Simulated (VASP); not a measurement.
# Ge (Fd-3m) in VASP: density of states with LDA

Aim: the density of states of Ge with LDA.

Program: VASP 6.6.1. These are calculated values, not measurements. Logs are shortened: lines on timing, memory, paths and dates and some standing lists are left out, and cuts for length are marked.

## Step 1: The cell of the first run

It takes space group Fd-3m (No. 227, cubic). The conventional cell has a = 5.622 Å, b = 5.622 Å, c = 5.622 Å, α = 90.00°, β = 90.00°, γ = 90.00°. Within 3.2 Å of Ge (site symmetry -43m) lie 4 Ge at 2.43 Å.

## Step 2: Density of states, LDA

Input file POSCAR:

```
Ge
1.0
    0.0000000000      2.8109399903      2.8109399903
    2.8109399903      0.0000000000      2.8109399903
    2.8109399903      2.8109399903      0.0000000000
Ge
2
Direct
    0.0000000000      0.0000000000      0.0000000000
    0.2500000000      0.2500000000      0.2500000000
```

Input file INCAR.step1:

```
  PREC = Accurate
  ENCUT = 410
  EDIFF = 1E-6
  ISMEAR = 0
  SIGMA = 0.1
  LREAL = False
  LASPH = True
  NELM = 120
  ALGO = Normal
  ISIF = 2
  LWAVE = False
  LCHARG = True
  GGA = CA
  NBANDS = 21
  GGA_COMPAT = False
  NEDOS = 2001
  LORBIT = 11
```

Input file KPOINTS.step1:

```
regular mesh
0
Gamma
  14 14 14
```

Input file INCAR.step2:

```
  PREC = Accurate
  ENCUT = 410
  EDIFF = 1E-6
  ISMEAR = -5
  SIGMA = 0.1
  LREAL = False
  LASPH = True
  NELM = 120
  ALGO = Normal
  ISIF = 2
  LWAVE = False
  LCHARG = False
  GGA = CA
  LORBIT = 11
  NEDOS = 2001
  ICHARG = 11
  GGA_COMPAT = False
```

Input file KPOINTS.step2:

```
regular mesh
0
Gamma
  21 21 21
```

Potentials or basis: VASP PAW LDA potentials, release 64 (Ge_d).

The run is started by

```bash
$ cat potpaw_LDA.64/Ge_d/POTCAR > POTCAR
$ cp INCAR.step1 INCAR
$ cp KPOINTS.step1 KPOINTS
$ mpirun -np 1 vasp_std > vasp.out
$ cp INCAR.step2 INCAR
$ cp KPOINTS.step2 KPOINTS
$ mpirun -np 1 vasp_std > vasp.out
```

OUTCAR:

```text
PREC = Accurate
   ENCUT = 410
   EDIFF = 1E-6
   ISMEAR = -5
   LREAL = False
   LASPH = True
   NELM = 120
   ISIF = 2
   GGA = CA
   LORBIT = 11
   ICHARG = 11

 ion  position               nearest neighbor table
   1  0.000  0.000  0.000-   2 2.43   2 2.43   2 2.43   2 2.43
   2  0.250  0.250  0.250-   1 2.43   1 2.43   1 2.43   1 2.43

  LATTYP: Found a face centered cubic cell.
 ALAT       =     5.6218799806

  Lattice vectors:

 A1 = (   0.0000000000,   2.8109399903,   2.8109399903)
 A2 = (   2.8109399903,   0.0000000000,   2.8109399903)
 A3 = (   2.8109399903,   2.8109399903,   0.0000000000)

Analysis of symmetry for initial positions (statically):
=====================================================================
 Subroutine PRICEL returns:
 Original cell was already a primitive cell.

 Routine SETGRP: Setting up the symmetry group for a
 face centered cubic supercell.

 Subroutine GETGRP returns: Found 48 space group operations
 (whereof 24 operations were pure point group operations)
 out of a pool of 48 trial point group operations.

The static configuration has the point symmetry T_d .
 The point group associated with its full space group is O_h .

Analysis of symmetry for dynamics (positions and initial velocities):
=====================================================================
 Subroutine PRICEL returns:
 Original cell was already a primitive cell.

 Routine SETGRP: Setting up the symmetry group for a
 face centered cubic supercell.

 Subroutine GETGRP returns: Found 48 space group operations
 (whereof 24 operations were pure point group operations)
 out of a pool of 48 trial point group operations.

The dynamic configuration has the point symmetry T_d .
 The point group associated with its full space group is O_h .

 Subroutine INISYM returns: Found 48 space group operations
 (whereof 24 operations are pure point group operations),
 and found     1 'primitive' translations

----------------------------------------------------------------------------------------

                                     Primitive cell

  volume of cell :      44.4206

  direct lattice vectors                    reciprocal lattice vectors
     0.000000000  2.810939990  2.810939990    -0.177876441  0.177876441  0.177876441
     2.810939990  0.000000000  2.810939990     0.177876441 -0.177876441  0.177876441
     2.810939990  2.810939990  0.000000000     0.177876441  0.177876441 -0.177876441

  length of vectors
     3.975269457  3.975269457  3.975269457     0.308091032  0.308091032  0.308091032

  position of ions in fractional coordinates (direct lattice)
     0.000000000  0.000000000  0.000000000
     0.250000000  0.250000000  0.250000000

  ion indices of the primitive-cell ions
   primitive index   ion index
                 1           1
                 2           2

----------------------------------------------------------------------------------------

 KPOINTS: regular mesh

Automatic generation of k-mesh.
 Grid dimensions read from file:
 generate k-points for:   21   21   21

 Generating k-lattice:

  Cartesian coordinates                     Fractional coordinates (reciprocal lattice)
    -0.008470307  0.008470307  0.008470307     0.047619048  0.000000000  0.000000000
     0.008470307 -0.008470307  0.008470307     0.000000000  0.047619048  0.000000000
     0.008470307  0.008470307 -0.008470307     0.000000000  0.000000000  0.047619048

  Length of vectors
     0.014671002  0.014671002  0.014671002

  Shift w.r.t. Gamma in fractional coordinates (k-lattice)
     0.000000000  0.000000000  0.000000000

 TETIRR: Found   1276 inequivalent tetrahedra from    55566

 Subroutine IBZKPT returns following result:
 ===========================================

 Found    286 irreducible k-points:

 Following reciprocal coordinates:
            Coordinates               Weight
  0.000000  0.000000  0.000000      1.000000
  0.047619  0.000000  0.000000      8.000000
  0.095238  0.000000  0.000000      8.000000
  0.142857  0.000000  0.000000      8.000000
  0.190476  0.000000  0.000000      8.000000
  0.238095  0.000000  0.000000      8.000000
[... 16 lines left out ...]
 -0.428571  0.047619  0.000000     24.000000
 -0.380952  0.047619  0.000000     24.000000
 [... further k-points ...]
   k-points           NKPTS =    286   k-points in BZ     NKDIM =    286   number of bands    NBANDS=     18
   number of dos      NEDOS =   2001   number of ions     NIONS =      2
   total plane-waves  NPLWV =  21952
   dimension x,y,z NGX =    28 NGY =   28 NGZ =   28
   dimension x,y,z NGXF=    56 NGYF=   56 NGZF=   56
   ions per type =               2
   NGX,Y,Z   is equivalent  to a cutoff of  11.71, 11.71, 11.71 a.u.
   NGXF,Y,Z  is equivalent  to a cutoff of  23.42, 23.42, 23.42 a.u.
 SYSTEM =  unknown system
   PREC   = accura    normal or accurate (medium, high low for compatibility)
   ISTART =      0    job   : 0-new  1-cont  2-samecut
   ICHARG =     11    charge: 1-file 2-atom 10-const
   ISPIN  =      1    spin polarized calculation?
   LNONCOLLINEAR =      F non collinear calculations
   LSORBIT =      F    spin-orbit coupling
   LASPH  =      T    aspherical Exc in radial PAW
   ENCUT  =  410.0 eV  30.13 Ry    5.49 a.u.   6.56  6.56  6.56*2*pi/ulx,y,z
   NELM   =    120;   NELMIN=  2; NELMDL=  0     # of ELM steps
   EDIFF  = 0.1E-05   stopping-criterion for ELM
   LREAL  =      F    real-space projection
   EDIFFG = 0.1E-04   stopping-criterion for IOM
   NSW    =      0    number of steps for IOM
   IBRION =     -1    ionic relax: 0-MD 1-quasi-New 2-CG
   NFREE  =      0    steps in history (QN), initial steepest desc. (CG)
   ISIF   =      2    stress and relaxation
   ISYM   =      2    0-nonsym 1-usesym 2-fastsym
   POTIM  = 0.5000    time-step for ionic-motion
   TEBEG  =    0.0;   TEEND  =   0.0 temperature during run
   PSTRESS=    0.0 pullay stress
   NELECT =      28.0000    total number of electrons
   NUPDOWN=      -1.0000    fix difference up-down
   EMIN   =  10.00;   EMAX   =-10.00  energy-range for DOS
   EFERMI =   0.00;   METHOD = LEGACY
   ISMEAR =    -5;   SIGMA  =   0.10  broadening in eV -4-tet -1-fermi 0-gaus
   EFERMI_NEDOS =   21; number of points for ismear=-14 and -15
   IALGO  =     38    algorithm
   IMIX   =      4    mixing-type and parameters
     AMIX     =   0.40;   BMIX     =  1.00
     AMIX_MAG =   1.60;   BMIX_MAG =  1.00
  volume/ion in A,a.u.               =      22.21       149.88
  Fermi-wavevector in a.u.,A,eV,Ry     =   1.403673  2.652557 26.807529  1.970298
  Thomas-Fermi vector in A             =   2.526311
   LORBIT       =     11    0 simple, 1 ext, 2 COOP (PROOUT), +10 PAW based schemes
   GGA     = CA    functional components
   LHFCALC =     F    Hartree Fock is set to
   AEXX    =    0.0000 exact exchange contribution
   IVDW    =     0    specifies the selected vdW correction
   LEPSILON=     F    determine dielectric tensor
   LRPA    =     F    only Hartree local field effects (RPA)
 non-spin polarized calculation
 Fermi weights with tetrahedron method with Bloechl corrections
  energy-cutoff  :      410.00
  volume of cell :       44.42
 maximum number of plane-waves:       871

 number of electron      28.0000006 magnetization

 Free energy of the ion-electron system (eV)
  ---------------------------------------------------
  ext. energy  EPLUGINS =         0.00000000
  ---------------------------------------------------
  free energy    TOTEN  =       -10.39410502 eV

  energy without entropy =      -10.39410502  energy(sigma->0) =      -10.39410502

 E-fermi :   4.9098     XC(G=0): -10.3790

 val. band max:        4.9081785599   @ k =   0.0000   0.0000   0.0000
 cond. band min:       4.9414648580   @ k =   0.0000   0.0000   0.0000
 fundamental gap:      0.0332862981
 Fermi energy:         4.9097667197

 k-point     1 :       0.0000    0.0000    0.0000
  band No.  band energies     occupation
      1     -20.0529      2.00000
      2     -20.0529      2.00000
      3     -20.0529      2.00000
      4     -20.0144      2.00000
      5     -20.0144      2.00000
      6     -19.7947      2.00000
[... 10 lines left out ...]
     17       7.4480      0.00000
     18       7.4480      0.00000

 k-point     2 :       0.0476    0.0000    0.0000
  band No.  band energies     occupation
      1     -20.0546      2.00000
      2     -20.0546      2.00000
      3     -20.0525      2.00000
      4     -20.0122      2.00000
      5     -20.0122      2.00000
      6     -19.7972      2.00000
[... 10 lines left out ...]
     17       7.5277      0.00000
     18       7.5612      0.00000

 k-point     3 :       0.0952    0.0000    0.0000
  band No.  band energies     occupation
      1     -20.0585      2.00000
      2     -20.0585      2.00000
      3     -20.0516      2.00000
      4     -20.0067      2.00000
      5     -20.0067      2.00000
      6     -19.8025      2.00000
[... 10 lines left out ...]
     17       7.7372      0.00000
     18       7.9805      0.00000

 k-point     4 :       0.1429    0.0000    0.0000
  band No.  band energies     occupation
      1     -20.0632      2.00000
      2     -20.0632      2.00000
      3     -20.0495      2.00000
      4     -19.9996      2.00000
      5     -19.9996      2.00000
      6     -19.8083      2.00000
[... 375 lines left out ...]
      4     -19.9693      2.00000
      5     -19.9682      2.00000
      6     -19.8305      2.00000
[... 10 lines left out ...]
     17       8.7325      0.00000
     18      12.0358      0.00000

 k-point    23 :      -0.4286    0.0476    0.0000
  band No.  band energies     occupation
      1     -20.0801      2.00000
      2     -20.0795      2.00000
      3     -20.0321      2.00000
      4     -19.9710      2.00000
      5     -19.9675      2.00000
      6     -19.8320      2.00000
[... 10 lines left out ...]
     17       8.6938      0.00000
     18      12.0622      0.00000

 k-point    24 :      -0.3810    0.0476    0.0000
  band No.  band energies     occupation
      1     -20.0793      2.00000
      2     -20.0788      2.00000
      3     -20.0337      2.00000
      4     -19.9735      2.00000
      5     -19.9680      2.00000
      6     -19.8328      2.00000
[... 10 lines left out ...]
     17       8.7122      0.00000
     18      12.0818      0.00000

 [... further k-points ...]
[... 5 lines left out ...]
  --------------------------------------------------------------------------------------
  -------------------------------------------------------------------------------------
  Total       -0.0783380     -0.0783380     -0.0783380     -0.0000000      0.0000000     -0.0000000
  in kB       -2.8255182     -2.8255182     -2.8255182     -0.0000000      0.0000000     -0.0000000
  external PRESSURE =      -2.8255182 kB  Pullay stress =       0.0000000 kB

 VOLUME and BASIS-vectors are now :
 -----------------------------------------------------------------------------
  energy-cutoff  :      410.00
  volume of cell :       44.42
      direct lattice vectors                 reciprocal lattice vectors
     0.000000000  2.810939990  2.810939990    -0.177876441  0.177876441  0.177876441
     2.810939990  0.000000000  2.810939990     0.177876441 -0.177876441  0.177876441
     2.810939990  2.810939990  0.000000000     0.177876441  0.177876441 -0.177876441

 POSITION                                       TOTAL-FORCE (eV/Angst)
 -----------------------------------------------------------------------------------
      0.00000      0.00000      0.00000         0.000000      0.000000     -0.000000
      1.40547      1.40547      1.40547        -0.000000     -0.000000      0.000000
 -----------------------------------------------------------------------------------
    total drift:                                0.000000      0.000000      0.000000

  FREE ENERGIE OF THE ION-ELECTRON SYSTEM (eV)
  ---------------------------------------------------
  free  energy   TOTEN  =       -10.3941050179 eV

  energy  without entropy=      -10.3941050179  energy(sigma->0) =      -10.39410502

 total charge

# of ion       s       p       d       tot
------------------------------------------
    1        1.139   1.284  10.026  12.449
    2        1.139   1.284  10.026  12.449
--------------------------------------------------
tot          2.279   2.567  20.051  24.897
```

It took 4.2 min on 1 thread of AMD EPYC 7R43 (Zen 3), shared host; peak memory 0.2 GiB.

What came out:

* Valence electrons inside the program's atomic spheres: Ge 12.45
